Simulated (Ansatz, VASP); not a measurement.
Two plane-wave programs on BeTe

Contents of INCAR:

```
SYSTEM = BeTe
ALGO = Normal
EDIFF = 1E-6
ENCUT = 520
GGA = PE
ISIF = 2
ISMEAR = -1
LASPH = .TRUE.
LCHARG = .TRUE.
LELF = .TRUE.
LREAL = .FALSE.
LVHAR = .TRUE.
LWAVE = .FALSE.
NBANDS = 11
NELM = 100
PREC = Accurate
SIGMA = 0.02
```

The input KPOINTS:

```
k-points
0
G
  8 8 8
  0 0 0
```

File POSCAR:

```
BeTe
1.0
    0.0000000000      2.8286236224      2.8286236224
    2.7533822340      0.0000000000      2.8286236224
    2.7533822340      2.8286236224      0.0000000000
Be Te
1 1
Direct
    0.0000000000      0.0000000000      0.0000000000
    0.2500000000      0.2500000000      0.2500000000
```

Input for Ansatz:

```yaml
crystal:
  lattice:
    - [0.0, 2.8286236224, 2.8286236224]
    - [2.753382234, 0.0, 2.8286236224]
    - [2.753382234, 2.8286236224, 0.0]
  atoms:
    - { symbol: Be, position: [0.0, 0.0, 0.0] }
    - { symbol: Te, position: [0.25, 0.25, 0.25] }
kpoints:
  mp_grid: { grid: [8, 8, 8] }
  band_path:
    path:
      - [0.0, 0.0, 0.0]
      - [-0.5, -0.5, 0.0]
      - [-0.375, -0.375, 0.25]
      - [-0.375, 0.0, 0.375]
      - [0.0, 0.0, 0.5]
      - [-0.5, -0.25, 0.25]
    npoints: 1
hamiltonian:
  xc: pbe
scf:
  occupations: { method: fermi_dirac, width: 0.02 }
  n_extra_bands: 4
output:
  forces: true
  stress: true
  eigenvalues: true
```

Change from the starting cell: uniaxial_x strain -2.7%.

Alike in both runs: task single point; functional PBE; k mesh 8 × 8 × 8; occupations fermi-dirac, width 0.02 eV; no spin polarisation.

```csv
,VASP,Ansatz
version,VASP 6.6.1,Ansatz 0.2.0
potentials or method,"VASP PAW PBE potentials, release 64 (Be, Te)","plane waves, PAW"
plane-wave cutoff (eV),520,420
valence electrons in the cell,8,18
```

```tsv
	VASP	Ansatz	Ansatz less VASP
gap on the k mesh at the Fermi level (eV)	1.73	1.74	+0.015
pressure (GPa)	2.0	1.8	-0.15
traceless stress, the component that is largest in VASP (GPa)	1.05	1.05	+0.005
```

With one functional, cell and mesh, what is left measures potentials, basis and numerics. VASP's potentials hold 8 valence electrons a cell and Ansatz's 18, so a difference there can come from the potentials and not from the codes.

Spin-orbit coupling is off throughout.
